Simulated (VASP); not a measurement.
A run of VASP 6.6.1:

The input INCAR:

```
PREC = Accurate ; ENCUT = 600
EDIFF = 1E-6 ; ISMEAR = -1
SIGMA = 0.1 ; LREAL = F
LASPH = T ; NELM = 80
ALGO = Normal ; ISIF = 3
LWAVE = F ; LCHARG = F
GGA = PE ; IBRION = 2
NSW = 60 ; EDIFFG = -0.005
PSTRESS = 0.3
```

The input KPOINTS:

```
regular mesh
0
Gamma
  10 10 6
```

The input POSCAR:

```
AlCo
1.0
    3.4478588188      0.0000000000      0.0000000000
   -1.7239294094      2.9859333258      0.0000000000
    0.0000000000      0.0000000000      5.3441811692
Co Al
2 2
Direct
    0.0000000000      0.0000000000      0.0000000000
    0.0000000000      0.0000000000      0.5000000000
    0.3333333333      0.6666666667      0.2500000000
    0.6666666667      0.3333333333      0.7500000000
```

Potentials or basis: VASP PAW PBE potentials, release 64 (Co, Al).

Launch:

```console
$ cat potpaw_PBE.64/Co/POTCAR potpaw_PBE.64/Al/POTCAR > POTCAR
$ mpirun -np 1 vasp_std > vasp.out
```

Hardware: 1 thread of AMD EPYC 9R45 96-Core Processor (Zen 5) (shared host).

Question: Estimate the wall time of this run.

Answer: It took 9.6 min on 1 thread of AMD EPYC 9R45 96-Core Processor (Zen 5), with other jobs on the host, peak memory 0.21 GiB. Counts: scf iterations 168, k points 56, ion steps 20.
